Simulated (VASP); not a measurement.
A run of VASP 6.6.1 is set up as follows.

Contents of INCAR:

```
SYSTEM = AlGa3N4
PREC = Accurate
ENCUT = 520
EDIFF = 1E-6
ISMEAR = 0
SIGMA = 0.05
LREAL = .FALSE.
LASPH = .TRUE.
NELM = 60
ALGO = Normal
ISIF = 2
LWAVE = .FALSE.
LCHARG = .FALSE.
GGA = PS
NBANDS = 41
```

File KPOINTS:

```
regular mesh
0
G
  6 6 6
  0 0 0
```

File POSCAR:

```
AlGa3N4
1.0
    4.4676279205      0.0000000000      0.0000000000
    0.0000000000      4.4676279205      0.0000000000
    0.0000000000      0.0000000000      4.4676279205
Al Ga N
1 3 4
Direct
    0.0000000000      0.0000000000      0.0000000000
    0.4971624783      0.5000000000      0.0000000000
    0.5028375217      0.0000000000      0.4971624783
    0.0000000000      0.5000000000      0.5028375217
    0.7436085203      0.7778757224      0.2563914797
    0.7664533217      0.2449690790      0.7436085203
    0.2335466783      0.7321861196      0.7664533217
    0.2563914797      0.2449690790      0.2335466783
```

Potentials or basis: VASP PAW PBE potentials, release 64 (Al, Ga_d, N).

Command:

```sh
$ cat potpaw_PBE.64/Al/POTCAR potpaw_PBE.64/Ga_d/POTCAR potpaw_PBE.64/N/POTCAR > POTCAR
$ mpirun -np 1 vasp_std > vasp.out
```

Task: What does it give for the pressure?

Result: 1.5 GPa.

Task: What does it give for the largest force?

Result: 2.781 eV/Å.

Task: Estimate the band gap on the k mesh.

Result: 2.26 eV.

Forces on the atoms (eV/Å):
```
Al  -0.001 -0.012  0.001
Ga   1.144  0.059 -0.010
Ga  -1.247  0.544  1.247
Ga   0.010  0.059 -1.144
N    1.330 -2.049 -1.330
N   -0.939 -0.166  0.926
N    0.629  1.732 -0.629
N   -0.926 -0.166  0.939
```

Caveat: the cell differs from its parent crystal (atoms displaced along a vibrational mode); the PAW data sets were made with another functional, which shifts forces and pressure a little.
